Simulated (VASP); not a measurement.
# AlP: single point with PBEsol

Crystal: AlP.

```xyz
2
Lattice="0.0000 2.7534 2.7534 2.7534 0.0000 2.7534 2.7534 2.7534 0.0000" Properties=species:S:1:pos:R:3 pbc="T T T"
Al    0.0000    0.0000    0.0000
P     1.3767    1.3767    1.3767
```

| Property | Result |
| --- | --- |
| Program | VASP 6.6.1 |
| Task | single point |
| Functional | PBEsol |
| Potentials or basis | VASP PAW PBE potentials, release 64 (Al, P) |
| Cutoff | 500 eV |
| k mesh | 8 × 8 × 8 |
| Occupations | gaussian, width 0.02 eV |
| Spin | no spin polarisation |

The pressure is -1.6 GPa and the band gap on the k mesh is 1.49 eV (least direct gap 2.99 eV).

Levels at points of the mesh, in eV from the valence-band top:
```
           k point  band 2  band 3  band 4  band 5  band 6  band 7
(0.00, 0.00, 0.00)    0.00    0.00    0.00    2.99    4.48    4.48
(0.50, 0.00, 0.00)   -5.47   -0.75   -0.75    2.64    4.74    4.74
(0.50, 0.50, 0.00)   -5.25   -2.07   -2.07    1.49    2.38   10.78
```

Wall time 30 s on 1 thread of Intel Xeon 8259CL (shared host), peak memory 0.12 GiB.

Caveat: the PAW data sets were made with another functional, which shifts forces and pressure a little. A k mesh can miss the band edges.
